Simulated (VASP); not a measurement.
# AgCl (Fmm2) in VASP: a series of runs

Runs on AgCl. Level: LDA. Tasks: single point.

Program: VASP 6.6.1. These are calculated values, not measurements. Logs are shortened: lines on timing, memory, paths and dates and some standing lists are left out, and cuts for length are marked.

## Step 1: The cell of the first run

Symmetry: Fmm2, No. 42, orthorhombic system. The conventional cell has a = 5.140 Å, b = 5.355 Å, c = 5.140 Å, α = 90.00°, β = 90.00°, γ = 90.00°. Ag (site symmetry mm2) has 6 Cl at 2.38 to 2.76 Å within 3.1 Å. Cl (site symmetry mm2) has 6 Ag at 2.38 to 2.76 Å within 3.1 Å.

## Step 2: Single point, LDA

Input file INCAR:

```
PREC = Accurate
ENCUT = 520
EDIFF = 1E-7
ISMEAR = 0
SIGMA = 0.05
LREAL = False
LASPH = True
NELM = 60
ALGO = Normal
ISIF = 2
LWAVE = False
LCHARG = False
NBANDS = 16
```

Input file KPOINTS:

```
Automatic mesh
0
Gamma
  10 10 10
```

Input file POSCAR:

```
AgCl
1.0
    0.0000000000      2.5702189920      2.6773114500
    2.5702189920      0.0000000000      2.6773114500
    2.5702189920      2.5702189920      0.0000000000
Ag Cl
1 1
Direct
    0.5092676765      0.4907323235      0.5092676765
   -0.0281999317      0.0281999317     -0.0281999317
```

Potentials or basis: VASP PAW LDA potentials, release 64 (Ag, Cl).

Started as:

```console
> cat potpaw_LDA.64/Ag/POTCAR potpaw_LDA.64/Cl/POTCAR > POTCAR
> mpirun -np 1 vasp_std > vasp.out
```

OUTCAR:

```text
PREC = Accurate
   ENCUT = 520
   EDIFF = 1E-7
   ISMEAR = 0
   LREAL = False
   LASPH = True
   NELM = 60
   ISIF = 2

 ion  position               nearest neighbor table
   1  0.509  0.491  0.509-   2 2.38   2 2.58   2 2.58   2 2.68   2 2.68   2 2.76
   2  0.972  0.028  0.972-   1 2.38   1 2.58   1 2.58   1 2.68   1 2.68   1 2.76

  LATTYP: Found a body centered tetragonal cell.
 ALAT       =     3.6348385568
 C/A-ratio  =     1.4731391275

  Lattice vectors:

 A1 = (  -2.5702189920,   0.0000000000,   2.6773114500)
 A2 = (   2.5702189920,   0.0000000000,   2.6773114500)
 A3 = (   0.0000000000,   2.5702189920,  -2.6773114500)

Analysis of symmetry for initial positions (statically):
=====================================================================
 Subroutine PRICEL returns:
 Original cell was already a primitive cell.

 Routine SETGRP: Setting up the symmetry group for a
 body centered tetragonal supercell.

 Subroutine GETGRP returns: Found  4 space group operations
 (whereof  4 operations were pure point group operations)
 out of a pool of 16 trial point group operations.

The static configuration has the point symmetry C_2v.

Analysis of symmetry for dynamics (positions and initial velocities):
=====================================================================
 Subroutine PRICEL returns:
 Original cell was already a primitive cell.

 Routine SETGRP: Setting up the symmetry group for a
 body centered tetragonal supercell.

 Subroutine GETGRP returns: Found  4 space group operations
 (whereof  4 operations were pure point group operations)
 out of a pool of 16 trial point group operations.

The dynamic configuration has the point symmetry C_2v.

 Subroutine INISYM returns: Found  4 space group operations
 (whereof  4 operations are pure point group operations),
 and found     1 'primitive' translations

----------------------------------------------------------------------------------------

                                     Primitive cell

  volume of cell :      35.3728

  direct lattice vectors                    reciprocal lattice vectors
     0.000000000  2.570218992  2.677311450    -0.194535953  0.194535953  0.186754514
     2.570218992  0.000000000  2.677311450     0.194535953 -0.194535953  0.186754514
     2.570218992  2.570218992  0.000000000     0.194535953  0.194535953 -0.186754514

  length of vectors
     3.711336992  3.711336992  3.634838557     0.332514244  0.332514244  0.332514244

  position of ions in fractional coordinates (direct lattice)
     0.509267677  0.490732323  0.509267677
     0.971800068  0.028199932  0.971800068

  ion indices of the primitive-cell ions
   primitive index   ion index
                 1           1
                 2           2

----------------------------------------------------------------------------------------

 KPOINTS: Automatic mesh

Automatic generation of k-mesh.
 Grid dimensions read from file:
 generate k-points for:   10   10   10

 Generating k-lattice:

  Cartesian coordinates                     Fractional coordinates (reciprocal lattice)
    -0.019453595  0.019453595  0.018675451     0.100000000 -0.000000000  0.000000000
     0.019453595 -0.019453595  0.018675451    -0.000000000  0.100000000  0.000000000
     0.019453595  0.019453595 -0.018675451     0.000000000  0.000000000  0.100000000

  Length of vectors
     0.033251424  0.033251424  0.033251424

  Shift w.r.t. Gamma in fractional coordinates (k-lattice)
     0.000000000  0.000000000  0.000000000

 Subroutine IBZKPT returns following result:
 ===========================================

 Found    171 irreducible k-points:

 Following reciprocal coordinates:
            Coordinates               Weight
  0.000000  0.000000  0.000000      1.000000
  0.100000  0.000000  0.000000      8.000000
  0.200000  0.000000  0.000000      8.000000
  0.300000  0.000000  0.000000      8.000000
  0.400000  0.000000  0.000000      8.000000
  0.500000  0.000000  0.000000      4.000000
[... 16 lines left out ...]
  0.300000  0.300000  0.000000      2.000000
  0.400000  0.300000  0.000000      8.000000
 [... further k-points ...]
   k-points           NKPTS =    171   k-points in BZ     NKDIM =    171   number of bands    NBANDS=     16
   number of dos      NEDOS =    301   number of ions     NIONS =      2
   total plane-waves  NPLWV =  21952
   dimension x,y,z NGX =    28 NGY =   28 NGZ =   28
   dimension x,y,z NGXF=    56 NGYF=   56 NGZF=   56
   ions per type =               1   1
   NGX,Y,Z   is equivalent  to a cutoff of  12.54, 12.54, 12.81 a.u.
   NGXF,Y,Z  is equivalent  to a cutoff of  25.08, 25.08, 25.61 a.u.
 SYSTEM =  unknown system
   PREC   = accura    normal or accurate (medium, high low for compatibility)
   ISTART =      0    job   : 0-new  1-cont  2-samecut
   ICHARG =      2    charge: 1-file 2-atom 10-const
   ISPIN  =      1    spin polarized calculation?
   LNONCOLLINEAR =      F non collinear calculations
   LSORBIT =      F    spin-orbit coupling
   LASPH  =      T    aspherical Exc in radial PAW
   ENCUT  =  520.0 eV  38.22 Ry    6.18 a.u.   6.90  6.90  6.76*2*pi/ulx,y,z
   NELM   =     60;   NELMIN=  2; NELMDL= -5     # of ELM steps
   EDIFF  = 0.1E-06   stopping-criterion for ELM
   LREAL  =      F    real-space projection
   EDIFFG = 0.1E-05   stopping-criterion for IOM
   NSW    =      0    number of steps for IOM
   IBRION =     -1    ionic relax: 0-MD 1-quasi-New 2-CG
   NFREE  =      0    steps in history (QN), initial steepest desc. (CG)
   ISIF   =      2    stress and relaxation
   ISYM   =      2    0-nonsym 1-usesym 2-fastsym
   POTIM  = 0.5000    time-step for ionic-motion
   TEBEG  =    0.0;   TEEND  =   0.0 temperature during run
   PSTRESS=    0.0 pullay stress
   NELECT =      18.0000    total number of electrons
   NUPDOWN=      -1.0000    fix difference up-down
   EMIN   =  10.00;   EMAX   =-10.00  energy-range for DOS
   EFERMI =   0.00;   METHOD = LEGACY
   ISMEAR =     0;   SIGMA  =   0.05  broadening in eV -4-tet -1-fermi 0-gaus
   EFERMI_NEDOS =   21; number of points for ismear=-14 and -15
   IALGO  =     38    algorithm
   IMIX   =      4    mixing-type and parameters
     AMIX     =   0.40;   BMIX     =  1.00
     AMIX_MAG =   1.60;   BMIX_MAG =  1.00
  volume/ion in A,a.u.               =      17.69       119.35
  Fermi-wavevector in a.u.,A,eV,Ry     =   1.307001  2.469874 23.242177  1.708252
  Thomas-Fermi vector in A             =   2.437765
   LORBIT       =      0    0 simple, 1 ext, 2 COOP (PROOUT), +10 PAW based schemes
   GGA     = CA    functional components
   LHFCALC =     F    Hartree Fock is set to
   AEXX    =    0.0000 exact exchange contribution
   IVDW    =     0    specifies the selected vdW correction
   LEPSILON=     F    determine dielectric tensor
   LRPA    =     F    only Hartree local field effects (RPA)
 non-spin polarized calculation
 Gauss-broadening in eV      SIGMA  =   0.05
  energy-cutoff  :      520.00
  volume of cell :       35.37
 maximum number of plane-waves:       974
   NGX = 13   NGY = 13   NGZ = 13

 number of electron      18.0000001 magnetization

 Free energy of the ion-electron system (eV)
  ---------------------------------------------------
  ext. energy  EPLUGINS =         0.00000000
  ---------------------------------------------------
  free energy    TOTEN  =        -6.64634670 eV

  energy without entropy =       -6.64634670  energy(sigma->0) =       -6.64634670

 E-fermi :   6.5469     XC(G=0): -11.3976

 val. band max:        6.3112037877   @ k =   0.5000   0.0000   0.0000
 cond. band min:       6.9738153449   @ k =   0.0000   0.0000   0.0000
 fundamental gap:      0.6626115571
 Fermi energy:         6.5468524314

 k-point     1 :       0.0000    0.0000    0.0000
  band No.  band energies     occupation
      1     -10.2748      2.00000
      2       1.9074      2.00000
      3       2.1933      2.00000
      4       2.4109      2.00000
      5       2.8167      2.00000
      6       2.8200      2.00000
[... 8 lines left out ...]
     15      19.7925      0.00000
     16      19.8066      0.00000

 k-point     2 :       0.1000    0.0000    0.0000
  band No.  band energies     occupation
      1     -10.2099      2.00000
      2       1.5200      2.00000
      3       2.0116      2.00000
      4       2.2004      2.00000
      5       2.7647      2.00000
      6       2.8249      2.00000
[... 8 lines left out ...]
     15      18.9864      0.00000
     16      19.1225      0.00000

 k-point     3 :       0.2000    0.0000    0.0000
  band No.  band energies     occupation
      1     -10.0326      2.00000
      2       0.8166      2.00000
      3       1.4704      2.00000
      4       1.5652      2.00000
      5       2.8748      2.00000
      6       2.9393      2.00000
[... 8 lines left out ...]
     15      18.4072      0.00000
     16      19.3238      0.00000

 k-point     4 :       0.3000    0.0000    0.0000
  band No.  band energies     occupation
      1      -9.7963      2.00000
      2       0.0090      2.00000
      3       0.9361      2.00000
      4       1.0818      2.00000
      5       3.0795      2.00000
      6       3.1081      2.00000
[... 8 lines left out ...]
     15      18.8382      0.00000
     16      19.4531      0.00000
[... 324 lines left out ...]
 k-point    22 :      -0.2000    0.2000    0.0000
  band No.  band energies     occupation
      1      -9.7180      2.00000
      2      -0.1521      2.00000
      3       0.7015      2.00000
      4       1.3291      2.00000
      5       3.0707      2.00000
      6       3.2129      2.00000
[... 8 lines left out ...]
     15      20.6036      0.00000
     16      21.6103      0.00000

 k-point    23 :       0.3000    0.3000    0.0000
  band No.  band energies     occupation
      1      -9.7855      2.00000
      2       0.2504      2.00000
      3       1.6414      2.00000
      4       1.7124      2.00000
      5       2.7280      2.00000
      6       3.0879      2.00000
[... 8 lines left out ...]
     15      21.5317      0.00000
     16      23.5754      0.00000

 k-point    24 :       0.4000    0.3000    0.0000
  band No.  band energies     occupation
      1      -9.6663      2.00000
      2       0.1831      2.00000
      3       1.2046      2.00000
      4       1.6880      2.00000
      5       2.6568      2.00000
      6       3.2956      2.00000
[... 8 lines left out ...]
     15      21.5448      0.00000
     16      22.6721      0.00000

 [... further k-points ...]

------------------------ aborting loop because EDIFF is reached ----------------------------------------

  FORCE on cell =-STRESS in cart. coord.  units (eV):
  Direction    XX          YY          ZZ          XY          YZ          ZX
  --------------------------------------------------------------------------------------
  -------------------------------------------------------------------------------------
  Total        1.8158350      2.9226329      1.0600805      0.0000000      0.0000000      0.0000000
  in kB       82.2465756    132.3779671     48.0153715      0.0000000      0.0000000      0.0000000
  external PRESSURE =      87.5466381 kB  Pullay stress =       0.0000000 kB

 VOLUME and BASIS-vectors are now :
 -----------------------------------------------------------------------------
  energy-cutoff  :      520.00
  volume of cell :       35.37
      direct lattice vectors                 reciprocal lattice vectors
     0.000000000  2.570218992  2.677311450    -0.194535953  0.194535953  0.186754514
     2.570218992  0.000000000  2.677311450     0.194535953 -0.194535953  0.186754514
     2.570218992  2.570218992  0.000000000     0.194535953  0.194535953 -0.186754514

 POSITION                                       TOTAL-FORCE (eV/Angst)
 -----------------------------------------------------------------------------------
      2.57022      2.61786      2.67731         0.000000     -0.842898      0.000000
      2.57022      4.99548      2.67731         0.000000      0.842898      0.000000
 -----------------------------------------------------------------------------------
    total drift:                               -0.000000     -0.000128     -0.000000

  FREE ENERGIE OF THE ION-ELECTRON SYSTEM (eV)
  ---------------------------------------------------
  free  energy   TOTEN  =        -6.6463467040 eV

  energy  without entropy=       -6.6463467040  energy(sigma->0) =       -6.64634670
```

It took 57 s on 1 thread of Intel Xeon 6975P-C, shared host; peak memory 0.21 GiB.

What came out:

```yaml
Free_energy: -6.6463 eV
Pressure: 8.8 GPa
Largest_force: 0.843 eV/Å
Band_gap_on_the_k_mesh: 0.66 eV, indirect (least direct gap 3.04 eV)
```

Forces in eV/Å, atoms in the order of the input:
```
Ag   0.000 -0.843  0.000
Cl   0.000  0.843  0.000
```

Stress tensor (GPa, compression positive):
```
 8.22  0.00  0.00
 0.00 13.24  0.00
 0.00  0.00  4.80
```

## Step 3: Single point, LDA

Input file INCAR:

```
PREC = Accurate ; ENCUT = 520
EDIFF = 1E-6 ; ISMEAR = 0
SIGMA = 0.05 ; LREAL = False
LASPH = True ; NELM = 60
ALGO = Normal ; ISIF = 2
LWAVE = False ; LCHARG = True
GGA = CA ; LELF = True
LVHAR = True ; NBANDS = 16
```

KPOINTS is that of step 2.

Input file POSCAR:

```
AgCl
1.0
    0.0000000000      2.5702189920      2.6773114500
    2.5702189920      0.0000000000      2.6773114500
    2.5702189920      2.5702189920      0.0000000000
Ag Cl
1 1
Direct
    0.5278030294      0.4721969706      0.5278030294
   -0.0845997951      0.0845997951     -0.0845997951
```

Potentials or basis: VASP PAW LDA potentials, release 64 (Ag, Cl).

Started as:

```console
> cat potpaw_LDA.64/Ag/POTCAR potpaw_LDA.64/Cl/POTCAR > POTCAR
> mpirun -np 1 vasp_std > vasp.out
```

Wall time 58 s (1 thread of Intel Xeon 6975P-C, shared host); peak memory 0.22 GiB.

Results (log left out):

```
Free energy            : -5.4642 eV
Pressure               : 26.3 GPa
Largest force          : 6.965 eV/Å
Band gap on the k mesh : 1.15 eV, indirect (least direct gap 1.67 eV)
```

Forces in eV/Å, atoms in the order of the input:
```
Ag   0.000 -6.965  0.000
Cl   0.000  6.965  0.000
```

Stress tensor (GPa, compression positive):
```
 7.24  0.00  0.00
 0.00 67.59  0.00
 0.00  0.00  4.21
```

Levels at points of the mesh, in eV from the valence-band top:
| k point | band 7 | band 8 | band 9 | band 10 | band 11 | band 12 |
| --- | --- | --- | --- | --- | --- | --- |
| (0.00, 0.00, 0.00) | -1.35 | -1.24 | -0.52 | 1.15 | 9.41 | 9.82 |
| (0.50, 0.00, 0.00) | -2.48 | -0.48 | -0.22 | 4.32 | 6.90 | 7.44 |
| (0.50, 0.50, 0.00) | -2.66 | -1.75 | -1.48 | 2.14 | 6.81 | 8.97 |
| (0.50, 0.00, 0.50) | -3.04 | -2.98 | -2.80 | 2.24 | 7.59 | 10.82 |
| (0.00, 0.50, 0.50) | -2.63 | -1.83 | -1.77 | 2.05 | 6.51 | 9.36 |

Caveat: forces of over 1 eV/Å act on the atoms, so gaps and moduli don't describe the material at rest. LDA gaps usually lie below the measured ones, often by a third to a half.

[end of part 1 of 3]
